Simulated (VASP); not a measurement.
# Na (I4/mmm) in VASP: notebook

Na is run at these levels: PBE; tasks: single point.

Program: VASP 6.6.1. These are calculated values, not measurements. Logs are shortened: lines on timing, memory, paths and dates and some standing lists are left out, and cuts for length are marked.

## 1. The cell of the first run

It takes space group I4/mmm (No. 139, tetragonal). Conventional cell: a = 3.777 Å, b = 3.777 Å, c = 5.275 Å, α = 90.00°, β = 90.00°, γ = 90.00°. Na (site symmetry 4/mmm) has 12 Na at 3.75 to 3.78 Å within 4.9 Å.

## 2. Single point, PBE

Input file INCAR:

```
  ALGO = Normal
  EDIFF = 1E-6
  ENCUT = 500
  GGA = PE
  GGA_COMPAT = F
  ISIF = 2
  ISMEAR = 0
  LASPH = T
  LCHARG = F
  LREAL = F
  LWAVE = F
  NBANDS = 10
  NELM = 120
  PREC = Accurate
  SIGMA = 0.1
```

Input file KPOINTS:

```
k-points
0
Gamma
  2 2 2
```

Input file POSCAR:

```
Na
1.0
   -1.8882910800      1.8882910800      2.6372766800
    1.8882910800     -1.8882910800      2.6372766800
    1.8882910800      1.8882910800     -2.6372766800
Na
1
Direct
    0.0000000000      0.0000000000      0.0000000000
```

Potentials or basis: VASP PAW PBE potentials, release 64 (Na_pv).

Launch:

```bash
> cat potpaw_PBE.64/Na_pv/POTCAR > POTCAR
> mpirun -np 1 vasp_std > vasp.out
```

OUTCAR:

```text
EDIFF = 1E-6
   ENCUT = 500
   GGA = PE
   ISIF = 2
   ISMEAR = 0
   LASPH = T
   LREAL = F
   NELM = 120
   PREC = Accurate

 ion  position               nearest neighbor table
   1  0.000  0.000  0.000-

  LATTYP: Found a body centered tetragonal cell.
 ALAT       =     3.7765821600
 C/A-ratio  =     1.3966473220

  Lattice vectors:

 A1 = (  -1.8882910800,   1.8882910800,   2.6372766800)
 A2 = (   1.8882910800,  -1.8882910800,   2.6372766800)
 A3 = (   1.8882910800,   1.8882910800,  -2.6372766800)

Analysis of symmetry for initial positions (statically):
=====================================================================
 Subroutine PRICEL returns:
 Original cell was already a primitive cell.

 Routine SETGRP: Setting up the symmetry group for a
 body centered tetragonal supercell.

 Subroutine GETGRP returns: Found 16 space group operations
 (whereof 16 operations were pure point group operations)
 out of a pool of 16 trial point group operations.

The static configuration has the point symmetry D_4h.

Analysis of symmetry for dynamics (positions and initial velocities):
=====================================================================
 Subroutine PRICEL returns:
 Original cell was already a primitive cell.

 Routine SETGRP: Setting up the symmetry group for a
 body centered tetragonal supercell.

 Subroutine GETGRP returns: Found 16 space group operations
 (whereof 16 operations were pure point group operations)
 out of a pool of 16 trial point group operations.

The dynamic configuration has the point symmetry D_4h.

 Subroutine INISYM returns: Found 16 space group operations
 (whereof 16 operations are pure point group operations),
 and found     1 'primitive' translations

----------------------------------------------------------------------------------------

                                     Primitive cell

  volume of cell :      37.6144

  direct lattice vectors                    reciprocal lattice vectors
    -1.888291080  1.888291080  2.637276680     0.000000000  0.264789685  0.189589512
     1.888291080 -1.888291080  2.637276680     0.264789685  0.000000000  0.189589512
     1.888291080  1.888291080 -2.637276680     0.264789685  0.264789685  0.000000000

  length of vectors
     3.753200593  3.753200593  3.753200593     0.325665105  0.325665105  0.374469164

  position of ions in fractional coordinates (direct lattice)
     0.000000000  0.000000000  0.000000000

  ion indices of the primitive-cell ions
   primitive index   ion index
                 1           1

----------------------------------------------------------------------------------------

 KPOINTS: k-points

Automatic generation of k-mesh.
 Grid dimensions read from file:
 generate k-points for:    2    2    2

 Generating k-lattice:

  Cartesian coordinates                     Fractional coordinates (reciprocal lattice)
     0.000000000  0.132394842  0.094794756     0.500000000  0.000000000 -0.000000000
     0.132394842  0.000000000  0.094794756     0.000000000  0.500000000 -0.000000000
     0.132394842  0.132394842  0.000000000     0.000000000  0.000000000  0.500000000

  Length of vectors
     0.162832552  0.162832552  0.187234582

  Shift w.r.t. Gamma in fractional coordinates (k-lattice)
     0.000000000  0.000000000  0.000000000

 Subroutine IBZKPT returns following result:
 ===========================================

 Found      4 irreducible k-points:

 Following reciprocal coordinates:
            Coordinates               Weight
  0.000000  0.000000  0.000000      1.000000
  0.500000 -0.000000  0.000000      4.000000
  0.500000  0.500000  0.000000      2.000000
  0.500000  0.500000  0.500000      1.000000
   k-points           NKPTS =      4   k-points in BZ     NKDIM =      4   number of bands    NBANDS=     10
   number of dos      NEDOS =    301   number of ions     NIONS =      1
   total plane-waves  NPLWV =  21952
   dimension x,y,z NGX =    28 NGY =   28 NGZ =   28
   dimension x,y,z NGXF=    56 NGYF=   56 NGZF=   56
   ions per type =               1
   NGX,Y,Z   is equivalent  to a cutoff of  12.40, 12.40, 12.40 a.u.
   NGXF,Y,Z  is equivalent  to a cutoff of  24.80, 24.80, 24.80 a.u.
 SYSTEM =  unknown system
   PREC   = accura    normal or accurate (medium, high low for compatibility)
   ISTART =      0    job   : 0-new  1-cont  2-samecut
   ICHARG =      2    charge: 1-file 2-atom 10-const
   ISPIN  =      1    spin polarized calculation?
   LNONCOLLINEAR =      F non collinear calculations
   LSORBIT =      F    spin-orbit coupling
   LASPH  =      T    aspherical Exc in radial PAW
   ENCUT  =  500.0 eV  36.75 Ry    6.06 a.u.   6.84  6.84  6.84*2*pi/ulx,y,z
   NELM   =    120;   NELMIN=  2; NELMDL= -5     # of ELM steps
   EDIFF  = 0.1E-05   stopping-criterion for ELM
   LREAL  =      F    real-space projection
   EDIFFG = 0.1E-04   stopping-criterion for IOM
   NSW    =      0    number of steps for IOM
   IBRION =     -1    ionic relax: 0-MD 1-quasi-New 2-CG
   NFREE  =      0    steps in history (QN), initial steepest desc. (CG)
   ISIF   =      2    stress and relaxation
   ISYM   =      2    0-nonsym 1-usesym 2-fastsym
   POTIM  = 0.5000    time-step for ionic-motion
   TEBEG  =    0.0;   TEEND  =   0.0 temperature during run
   PSTRESS=    0.0 pullay stress
   NELECT =       7.0000    total number of electrons
   NUPDOWN=      -1.0000    fix difference up-down
   EMIN   =  10.00;   EMAX   =-10.00  energy-range for DOS
   EFERMI =   0.00;   METHOD = LEGACY
   ISMEAR =     0;   SIGMA  =   0.10  broadening in eV -4-tet -1-fermi 0-gaus
   EFERMI_NEDOS =   21; number of points for ismear=-14 and -15
   IALGO  =     38    algorithm
   IMIX   =      4    mixing-type and parameters
     AMIX     =   0.40;   BMIX     =  1.00
     AMIX_MAG =   1.60;   BMIX_MAG =  1.00
  volume/ion in A,a.u.               =      37.61       253.83
  Fermi-wavevector in a.u.,A,eV,Ry     =   0.934666  1.766262 11.886050  0.873600
  Thomas-Fermi vector in A             =   2.061494
   LORBIT       =      0    0 simple, 1 ext, 2 COOP (PROOUT), +10 PAW based schemes
   GGA     = PE    functional components
   LHFCALC =     F    Hartree Fock is set to
   AEXX    =    0.0000 exact exchange contribution
   IVDW    =     0    specifies the selected vdW correction
   LEPSILON=     F    determine dielectric tensor
   LRPA    =     F    only Hartree local field effects (RPA)
 non-spin polarized calculation
 Gauss-broadening in eV      SIGMA  =   0.10
  energy-cutoff  :      500.00
  volume of cell :       37.61
 maximum number of plane-waves:       966
 NGX is ok and might be reduce to    28
   NGX = 13   NGY = 13   NGZ = 13

 number of electron       6.9999993 magnetization

 Free energy of the ion-electron system (eV)
  ---------------------------------------------------
  ext. energy  EPLUGINS =         0.00000000
  ---------------------------------------------------
  free energy    TOTEN  =        -0.45746217 eV

  energy without entropy =       -0.43499192  energy(sigma->0) =       -0.44622705

 E-fermi :   0.8603     XC(G=0):  -6.4912

 val. band max:        0.8125851208   @ k =   0.5000  -0.0000   0.0000
 cond. band min:       1.2253784272   @ k =   0.5000  -0.0000   0.0000
 fundamental gap:      0.4127933064
 Fermi energy:         0.8602787214

 k-point     1 :       0.0000    0.0000    0.0000
  band No.  band energies     occupation
      1     -24.7453      2.00000
      2     -24.7453      2.00000
      3     -24.7441      2.00000
      4      -2.9806      2.00000
      5      11.2810      0.00000
      6      11.2810      0.00000
      7      11.3242      0.00000
      8      12.4018      0.00000
      9      12.7830      0.00000
     10      12.7832      0.00000

 k-point     2 :       0.5000   -0.0000    0.0000
  band No.  band energies     occupation
      1     -24.7776      2.00000
      2     -24.7502      2.00000
      3     -24.7488      2.00000
      4       0.8126      1.50000
      5       1.2254      0.00000
      6      10.2285      0.00000
      7      10.3939      0.00000
      8      11.2578      0.00000
      9      11.2762      0.00000
     10      11.5350      0.00000

 k-point     3 :       0.5000    0.5000    0.0000
  band No.  band energies     occupation
      1     -24.7761      2.00000
      2     -24.7567      2.00000
      3     -24.7564      2.00000
      4       1.9968      0.00000
      5       2.4967      0.00000
      6       6.5607      0.00000
      7       7.3800      0.00000
      8       7.3902      0.00000
      9       9.2496      0.00000
     10      20.0193      0.00000

 k-point     4 :       0.5000    0.5000    0.5000
  band No.  band energies     occupation
      1     -24.7751      2.00000
      2     -24.7578      2.00000
      3     -24.7578      2.00000
      4       2.1233      0.00000
      5       2.6195      0.00000
      6       6.4517      0.00000
      7       7.2499      0.00000
      8       7.2499      0.00000
      9       9.1387      0.00000
     10      19.9471      0.00000

------------------------ aborting loop because EDIFF is reached ----------------------------------------

  FORCE on cell =-STRESS in cart. coord.  units (eV):
  Direction    XX          YY          ZZ          XY          YZ          ZX
  --------------------------------------------------------------------------------------
  -------------------------------------------------------------------------------------
  Total        0.2590789      0.2590789      0.3054901      0.0000000      0.0000000      0.0000000
  in kB       11.0354266     11.0354266     13.0123007      0.0000000      0.0000000      0.0000000
  external PRESSURE =      11.6943846 kB  Pullay stress =       0.0000000 kB

 VOLUME and BASIS-vectors are now :
 -----------------------------------------------------------------------------
  energy-cutoff  :      500.00
  volume of cell :       37.61
      direct lattice vectors                 reciprocal lattice vectors
    -1.888291080  1.888291080  2.637276680     0.000000000  0.264789685  0.189589512
     1.888291080 -1.888291080  2.637276680     0.264789685  0.000000000  0.189589512
     1.888291080  1.888291080 -2.637276680     0.264789685  0.264789685  0.000000000

 POSITION                                       TOTAL-FORCE (eV/Angst)
 -----------------------------------------------------------------------------------
      0.00000      0.00000      0.00000         0.000000      0.000000     -0.000000
 -----------------------------------------------------------------------------------
    total drift:                                0.000000     -0.000000      0.000000

  FREE ENERGIE OF THE ION-ELECTRON SYSTEM (eV)
  ---------------------------------------------------
  free  energy   TOTEN  =        -0.4574621694 eV

  energy  without entropy=       -0.4349919209  energy(sigma->0) =       -0.44622705
```

Wall time 2.4 s (1 thread of AMD EPYC 7R43 (Zen 3), shared host); peak memory 0.11 GiB.

What came out:

* Free energy: -0.4575 eV
* Pressure: 1.2 GPa

Stress tensor (GPa, compression positive):
```
1.10 0.00 0.00
0.00 1.10 0.00
0.00 0.00 1.30
```

Caveat: the k points lie up to 1.18 Å⁻¹ apart.

## 3. Single point, PBE

Input file INCAR:

```
ALGO = Normal
EDIFF = 1E-6
ENCUT = 500
GGA = PE
GGA_COMPAT = False
ISIF = 2
ISMEAR = -1
LASPH = True
LCHARG = True
LELF = True
LREAL = False
LVHAR = True
LWAVE = False
NBANDS = 10
NELM = 120
PREC = Accurate
SIGMA = 0.033
```

KPOINTS is that of step 2.

POSCAR is that of step 2.

Potentials or basis: VASP PAW PBE potentials, release 64 (Na_pv).

Launch:

```bash
> cat potpaw_PBE.64/Na_pv/POTCAR > POTCAR
> mpirun -np 1 vasp_std > vasp.out
```

It took 3.1 s on 1 thread of AMD EPYC 7R43 (Zen 3), shared host; peak memory 0.11 GiB.

The run converged. Its results:

```yaml
Free_energy: -0.4535 eV
Pressure: 1.2 GPa
```

Stress tensor (GPa, compression positive):
```
1.10 0.00 0.00
0.00 1.10 0.00
0.00 0.00 1.30
```

Levels at points of the mesh, in eV from the Fermi level:
| k point | band 1 | band 2 | band 3 | band 4 | band 5 | band 6 |
| --- | --- | --- | --- | --- | --- | --- |
| (0.00, 0.00, 0.00) | -25.59 | -25.59 | -25.59 | -3.83 | 10.43 | 10.43 |
| (0.50, 0.00, 0.00) | -25.63 | -25.60 | -25.60 | -0.04 | 0.38 | 9.38 |
| (0.50, 0.50, 0.00) | -25.62 | -25.61 | -25.61 | 1.15 | 1.65 | 5.71 |
| (0.50, 0.50, 0.50) | -25.62 | -25.61 | -25.61 | 1.27 | 1.77 | 5.60 |

Caveat: the k points lie up to 1.18 Å⁻¹ apart.
